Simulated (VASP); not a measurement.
# Al6N (P3m1) in VASP: notebook, part 2 of 2

VASP 6.6.1. Earlier steps stand in the parts before.

**3. Single point, PBE**

This run uses another cell than the first one, of the same volume but with other edges.

File INCAR:

```
  PREC = Accurate
  ENCUT = 520
  EDIFF = 1E-6
  ISMEAR = 0
  SIGMA = 0.1
  LREAL = F
  LASPH = T
  NELM = 80
  ALGO = Normal
  ISIF = 2
  LWAVE = F
  LCHARG = F
  GGA = PE
  NBANDS = 36
```

File KPOINTS:

```
regular mesh
0
Gamma
  12 12 1
```

File POSCAR:

```
Al6N
1.0
    2.9786796162      0.0000000000      0.0000000000
   -1.4893398081      2.5796122174      0.0000000000
    0.0000000000      0.0000000000     27.9936641051
Al N
12 2
Direct
    0.6666666667      0.3333333333      0.6756378878
    0.0000000000      0.0000000000      0.7563136847
    0.3333333333      0.6666666667      0.8378311403
    0.3333333333      0.6666666667      0.5943768996
    0.3333333333      0.6666666667      0.0908953334
    0.6666666667      0.3333333333      0.1843465981
    0.0000000000      0.0000000000     -0.0013924762
    0.0000000000      0.0000000000      0.2710326810
    0.6666666667      0.3333333333      0.9192960327
    0.6666666667      0.3333333333      0.4316308414
    0.0000000000      0.0000000000      0.5131493007
    0.3333333333      0.6666666667      0.3504649804
    0.0000000000      0.0000000000      0.0664545897
    0.3333333333      0.6666666667      0.1582625060
```

Potentials or basis: VASP PAW PBE potentials, release 64 (Al, N).

Run with:

```
$ cat potpaw_PBE.64/Al/POTCAR potpaw_PBE.64/N/POTCAR > POTCAR
$ mpirun -np 1 vasp_std > vasp.out
```

OUTCAR:

```text
PREC = Accurate
   ENCUT = 520
   EDIFF = 1E-6
   ISMEAR = 0
   LREAL = F
   LASPH = T
   NELM = 80
   ISIF = 2
   GGA = PE

 ion  position               nearest neighbor table
   1  0.667  0.333  0.676-   2 2.84   2 2.84   2 2.84   4 2.85   4 2.85   4 2.85
   2  0.000  0.000  0.756-   1 2.84   1 2.84   1 2.84   3 2.86   3 2.86   3 2.86
   3  0.333  0.667  0.838-   9 2.86   9 2.86   9 2.86   2 2.86   2 2.86   2 2.86
   4  0.333  0.667  0.594-  11 2.85  11 2.85  11 2.85   1 2.85   1 2.85   1 2.85
   5  0.333  0.667  0.091-  13 1.85  13 1.85  13 1.85  14 1.89   7 3.10   7 3.10   7 3.10   6 3.13
                             6 3.13   6 3.13
   6  0.667  0.333  0.184-  14 1.87  14 1.87  14 1.87   8 2.97   8 2.97   8 2.97   5 3.13   5 3.13
                             5 3.13
   7  0.000  0.000  0.999-  13 1.90   9 2.81   9 2.81   9 2.81   5 3.10   5 3.10   5 3.10
   8  0.000  0.000  0.271-  12 2.81  12 2.81  12 2.81   6 2.97   6 2.97   6 2.97
   9  0.667  0.333  0.919-   7 2.81   7 2.81   7 2.81   3 2.86   3 2.86   3 2.86
[... 940 lines left out ...]

  FORCE on cell =-STRESS in cart. coord.  units (eV):
  Direction    XX          YY          ZZ          XY          YZ          ZX
  --------------------------------------------------------------------------------------
  -------------------------------------------------------------------------------------
  Total       -0.0493859     -0.0493859     -0.1693721      0.0000000      0.0000000      0.0000000
  in kB       -0.3678541     -0.3678541     -1.2615788      0.0000000      0.0000000      0.0000000
  external PRESSURE =      -0.6657623 kB  Pullay stress =       0.0000000 kB

 VOLUME and BASIS-vectors are now :
 -----------------------------------------------------------------------------
  energy-cutoff  :      520.00
  volume of cell :      215.10
      direct lattice vectors                 reciprocal lattice vectors
     2.978679616  0.000000000  0.000000000     0.335719221  0.193827583  0.000000000
    -1.489339808  2.579612217  0.000000000     0.000000000  0.387655165  0.000000000
     0.000000000  0.000000000 27.993664105     0.000000000  0.000000000  0.035722369

 POSITION                                       TOTAL-FORCE (eV/Angst)
 -----------------------------------------------------------------------------------
      1.48934      0.85987     18.91358         0.000000      0.000000      0.000616
      0.00000      0.00000     21.17199        -0.000000      0.000000      0.000556
     -0.00000      1.71974     23.45396        -0.000000      0.000000     -0.000718
     -0.00000      1.71974     16.63879         0.000000      0.000000     -0.000556
     -0.00000      1.71974      2.54449        -0.000000      0.000000     -0.003535
      1.48934      0.85987      5.16054        -0.000000      0.000000     -0.020283
      0.00000      0.00000     27.95468        -0.000000      0.000000     -0.004103
      0.00000      0.00000      7.58720         0.000000      0.000000     -0.003826
      1.48934      0.85987     25.73446         0.000000      0.000000      0.004750
      1.48934      0.85987     12.08293        -0.000000      0.000000      0.000420
      0.00000      0.00000     14.36493        -0.000000      0.000000      0.002060
     -0.00000      1.71974      9.81080        -0.000000      0.000000      0.001923
      0.00000      0.00000      1.86031        -0.000000      0.000000      0.013864
     -0.00000      1.71974      4.43035         0.000000     -0.000000      0.008830
 -----------------------------------------------------------------------------------
    total drift:                                0.000000      0.000000      0.000093

  FREE ENERGIE OF THE ION-ELECTRON SYSTEM (eV)
  ---------------------------------------------------
  free  energy   TOTEN  =       -65.8462240326 eV

  energy  without entropy=      -65.8267619889  energy(sigma->0) =      -65.83649301
```

OSZICAR:

```text
N       E                     dE             d eps       ncg     rms          rms(c)
DAV:   1     0.107228313691E+03    0.10723E+03   -0.17139E+04  1368   0.104E+03
DAV:   2    -0.561294420796E+02   -0.16336E+03   -0.15359E+03  1768   0.164E+02
[... 10 lines left out ...]
DAV:  13    -0.658461665867E+02   -0.49220E-03   -0.10922E-02  1720   0.435E-01    0.292E-01
DAV:  14    -0.658462580313E+02   -0.91445E-04   -0.95960E-04  1684   0.153E-01    0.136E-01
DAV:  15    -0.658462644387E+02   -0.64074E-05   -0.88764E-04  1672   0.151E-01    0.313E-02
DAV:  16    -0.658462278788E+02    0.36560E-04   -0.32655E-04  1604   0.843E-02    0.241E-02
DAV:  17    -0.658462248098E+02    0.30691E-05   -0.89976E-05  1660   0.455E-02    0.174E-02
DAV:  18    -0.658462240057E+02    0.80407E-06   -0.14595E-05  1688   0.224E-02    0.903E-03
DAV:  19    -0.658462240326E+02   -0.26952E-07   -0.57013E-06  1524   0.103E-02
   1 F= -.65846224E+02 E0= -.65836493E+02  d E =-.194620E-01
```

stdout:

```text
POSCAR found type information on POSCAR AlN
 POSCAR found :  2 types and      14 ions
 scaLAPACK will be used
 LDA part: xc-table for (Slater+PW92), standard interpolation
 POSCAR, INCAR and KPOINTS ok, starting setup
 FFT: planning ... GRIDC
 FFT: planning ... GRID_SOFT
 FFT: planning ... GRID
 WAVECAR not read
 entering main loop
```

Wall time 3.6 min (1 thread of AMD EPYC 9R45 (Zen 5), shared host); peak memory 0.34 GiB.

Results:

```
Free energy            : -65.8462 eV
Pressure               : -0.1 GPa
Largest force          : 0.020 eV/Å
Band gap on the k mesh : zero (band 23 reaches 10.69 eV, above the bottom of band 24 at 6.12 eV)
```

Forces in eV/Å, atoms in the order of the input:
```
Al   0.000  0.000  0.001
Al   0.000  0.000  0.001
Al   0.000  0.000 -0.001
Al   0.000  0.000 -0.001
Al   0.000  0.000 -0.004
Al   0.000  0.000 -0.020
Al   0.000  0.000 -0.004
Al   0.000  0.000 -0.004
Al   0.000  0.000  0.005
Al   0.000  0.000  0.000
Al   0.000  0.000  0.002
Al   0.000  0.000  0.002
N    0.000  0.000  0.014
N    0.000  0.000  0.009
```

Levels at points of the mesh, in eV from the Fermi level:
```csv
k point,band 19,band 20,band 21,band 22,band 23,band 24,band 25,band 26,band 27,band 28
"(0.00, 0.00, 0.00)",-2.03,-1.21,-0.32,1.48,2.48,4.46,4.73,6.37,6.81,8.50
"(0.50, 0.00, 0.00)",-3.05,-2.91,-2.57,-1.97,-1.34,-1.16,-0.28,-0.21,0.51,0.70
```

**4. Single point, PBE**

This run uses another cell than the first one, of the same volume but with other edges.

File INCAR:

```
  PREC = Accurate
  ENCUT = 520
  EDIFF = 1E-6
  ISMEAR = 0
  SIGMA = 0.2
  LREAL = False
  LASPH = True
  NELM = 80
  ALGO = Normal
  ISIF = 2
  LWAVE = False
  LCHARG = False
  GGA = PE
  NBANDS = 36
```

File KPOINTS:

```
Automatic mesh
0
Gamma
  12 12 1
```

File POSCAR:

```
Al6N
1.0
    2.9842052462      0.0000000000      0.0000000000
   -1.4921026231      2.5843975533      0.0000000000
    0.0000000000      0.0000000000     27.8782657887
Al N
12 2
Direct
    0.6666666667      0.3333333333      0.6757156565
    0.0000000000      0.0000000000      0.7563024417
    0.3333333333      0.6666666667      0.8376543289
    0.3333333333      0.6666666667      0.5945310363
    0.3333333333      0.6666666667      0.0906850125
    0.6666666667      0.3333333333      0.1844851436
    0.0000000000      0.0000000000      0.9980784183
    0.0000000000      0.0000000000      0.2712107615
    0.6666666667      0.3333333333      0.9189662494
    0.6666666667      0.3333333333      0.4318876643
    0.0000000000      0.0000000000      0.5133699276
    0.3333333333      0.6666666667      0.3507536351
    1.0000000000      0.0000000000      0.0662779530
    0.3333333333      0.6666666667      0.1583817710
```

Run with:

```
$ cat potpaw_PBE.64/Al/POTCAR potpaw_PBE.64/N/POTCAR > POTCAR
$ mpirun -np 1 vasp_std > vasp.out
```

It took 3.9 min on 1 thread of AMD EPYC 9R45 (Zen 5), shared host; peak memory 0.34 GiB.

The run converged. Its results:

```
Free energy            : -65.8778 eV
Pressure               : 0.0 GPa
Largest force          : 0.032 eV/Å
Band gap on the k mesh : zero (band 23 reaches 10.77 eV, above the bottom of band 24 at 6.11 eV)
```

Forces on the atoms (eV/Å):
```
Al   0.000  0.000 -0.007
Al   0.000  0.000  0.000
Al   0.000  0.000 -0.012
Al   0.000  0.000  0.015
Al   0.000  0.000  0.023
Al   0.000  0.000 -0.023
Al   0.000  0.000  0.032
Al   0.000  0.000 -0.006
Al   0.000  0.000  0.008
Al   0.000  0.000  0.002
Al   0.000  0.000 -0.010
Al   0.000  0.000  0.008
N    0.000  0.000 -0.019
N    0.000  0.000 -0.011
```

Stress tensor (GPa, compression positive):
```
-0.08  0.00  0.00
 0.00 -0.08  0.00
 0.00  0.00  0.03
```

Levels at points of the mesh, in eV from the Fermi level:
```tsv
k point	band 21	band 22	band 23	band 24	band 25	band 26
(0.00, 0.00, 0.00)	-0.26	1.56	2.55	4.54	4.76	6.35
(0.50, 0.00, 0.00)	-2.58	-1.98	-1.35	-1.17	-0.28	-0.20
```

**5. Single point, PBE (volume scaled by 0.97, then relaxed in part)**

File INCAR:

```
SYSTEM = Al6N
PREC = Accurate
ENCUT = 520
EDIFF = 1E-6
ISMEAR = 0
SIGMA = 0.1
LREAL = .False.
LASPH = .True.
NELM = 100
ALGO = Normal
ISIF = 2
LWAVE = .False.
LCHARG = .False.
GGA = PE
NBANDS = 36
```

File KPOINTS:

```
regular mesh
0
Gamma
  12 12 2
  0 0 0
```

File POSCAR:

```
Al6N
1.0
    2.9542105143      0.0000000000      0.0000000000
   -1.4771052572      2.5584213535      0.0000000000
    0.0000000000      0.0000000000     27.5938302682
Al N
12 2
Direct
    0.6666666667      0.3333333333      0.6755543418
    0.0000000000      0.0000000000      0.7560071642
    0.3333333333      0.6666666667      0.8371519424
    0.3333333333      0.6666666667      0.5945210474
    0.3333333333      0.6666666667      0.0907639322
    0.6666666667      0.3333333333      0.1854123298
    0.0000000000      0.0000000000     -0.0026806923
    0.0000000000      0.0000000000      0.2716850201
    0.6666666667      0.3333333333      0.9183130479
    0.6666666667      0.3333333333      0.4322786451
    0.0000000000      0.0000000000      0.5135912815
    0.3333333333      0.6666666667      0.3512891777
    0.0000000000      0.0000000000      0.0657353932
    0.3333333333      0.6666666667      0.1586773685
```

Potentials or basis: VASP PAW PBE potentials, release 64 (Al, N).

Run with:

```
$ cat potpaw_PBE.64/Al/POTCAR potpaw_PBE.64/N/POTCAR > POTCAR
$ mpirun -np 1 vasp_std > vasp.out
```

OUTCAR:

```text
SYSTEM = Al6N
   PREC = Accurate
   ENCUT = 520
   EDIFF = 1E-6
   ISMEAR = 0
   LREAL = .False.
   LASPH = .True.
   NELM = 100
   ISIF = 2
   GGA = PE

 ion  position               nearest neighbor table
   1  0.667  0.333  0.676-   2 2.80   2 2.80   2 2.80   4 2.81   4 2.81   4 2.81
   2  0.000  0.000  0.756-   1 2.80   1 2.80   1 2.80   3 2.81   3 2.81   3 2.81
   3  0.333  0.667  0.837-   2 2.81   2 2.81   2 2.81   9 2.82   9 2.82   9 2.82
   4  0.333  0.667  0.595-  11 2.81  11 2.81  11 2.81   1 2.81   1 2.81   1 2.81
   5  0.333  0.667  0.091-  13 1.84  13 1.84  13 1.84  14 1.87   7 3.09   7 3.09   7 3.09   6 3.12
[... 1157 lines left out ...]
  volume of cell :      208.56
      direct lattice vectors                 reciprocal lattice vectors
     2.954210514  0.000000000  0.000000000     0.338499912  0.195433015  0.000000000
    -1.477105257  2.558421353  0.000000000     0.000000000  0.390866031  0.000000000
     0.000000000  0.000000000 27.593830268     0.000000000  0.000000000  0.036239985

 POSITION                                       TOTAL-FORCE (eV/Angst)
 -----------------------------------------------------------------------------------
      1.47711      0.85281     18.64113        -0.000000      0.000000      0.000025
      0.00000      0.00000     20.86113        -0.000000      0.000000     -0.000958
     -0.00000      1.70561     23.10023        -0.000000      0.000000     -0.000474
     -0.00000      1.70561     16.40511        -0.000000      0.000000      0.000590
     -0.00000      1.70561      2.50452         0.000000      0.000000      0.008152
      1.47711      0.85281      5.11624        -0.000000      0.000000     -0.014636
      0.00000      0.00000     27.51986         0.000000      0.000000      0.003648
      0.00000      0.00000      7.49683        -0.000000      0.000000      0.000087
      1.47711      0.85281     25.33977        -0.000000      0.000000      0.003519
      1.47711      0.85281     11.92822        -0.000000      0.000000     -0.001717
      0.00000      0.00000     14.17195        -0.000000      0.000000      0.000202
     -0.00000      1.70561      9.69341        -0.000000      0.000000      0.000217
      0.00000      0.00000      1.81389        -0.000000      0.000000      0.002903
     -0.00000      1.70561      4.37852         0.000000     -0.000000     -0.001558
 -----------------------------------------------------------------------------------
    total drift:                                0.000000      0.000000      0.000128

  FREE ENERGIE OF THE ION-ELECTRON SYSTEM (eV)
  ---------------------------------------------------
  free  energy   TOTEN  =       -65.8069788110 eV

  energy  without entropy=      -65.7834401269  energy(sigma->0) =      -65.79520947
```

Run time: 4.2 min. Hardware: 1 thread of Intel Xeon Platinum 8559C (Emerald Rapids), shared host; peak memory 0.45 GiB.

What came out:

| Quantity | Value |
| --- | --- |
| Free energy | -65.8070 eV |
| Pressure | 2.8 GPa |
| Largest force | 0.015 eV/Å |
| Band gap on the k mesh | zero (band 23 reaches 11.34 eV, above the bottom of band 24 at 6.29 eV) |

Forces on the atoms (eV/Å):
```
Al   0.000  0.000  0.000
Al   0.000  0.000 -0.001
Al   0.000  0.000  0.000
Al   0.000  0.000  0.001
Al   0.000  0.000  0.008
Al   0.000  0.000 -0.015
Al   0.000  0.000  0.004
Al   0.000  0.000  0.000
Al   0.000  0.000  0.004
Al   0.000  0.000 -0.002
Al   0.000  0.000  0.000
Al   0.000  0.000  0.000
N    0.000  0.000  0.003
N    0.000  0.000 -0.002
```

**6. Overview**

```csv
cell,k mesh,smearing,gap on the mesh (eV),pressure (GPa),largest force (eV/Å)
"a = 2.948, b = 2.948, c = 28.614 Å, angles 90.0, 90.0, 120.0°, 14 atoms",6 × 6 × 1,gaussian 0.2 eV,none,0.2,0.04
"a = 2.979, b = 2.979, c = 27.994 Å, angles 90.0, 90.0, 120.0°, 14 atoms",12 × 12 × 1,gaussian 0.1 eV,none,-0.1,0.02
"a = 2.984, b = 2.984, c = 27.878 Å, angles 90.0, 90.0, 120.0°, 14 atoms",12 × 12 × 1,gaussian 0.2 eV,none,0.0,0.03
"a = 2.954, b = 2.954, c = 27.594 Å, angles 90.0, 90.0, 120.0°, 14 atoms",12 × 12 × 2,gaussian 0.1 eV,none,2.8,0.01
```

Alike in all rows: task single point; level PBE; potentials or basis VASP PAW PBE potentials, release 64 (Al, N); no spin polarisation; cutoff (eV) 520.

Caveats: some runs use coarse meshes.

Absolute energies hang on the potentials; compare differences alone.
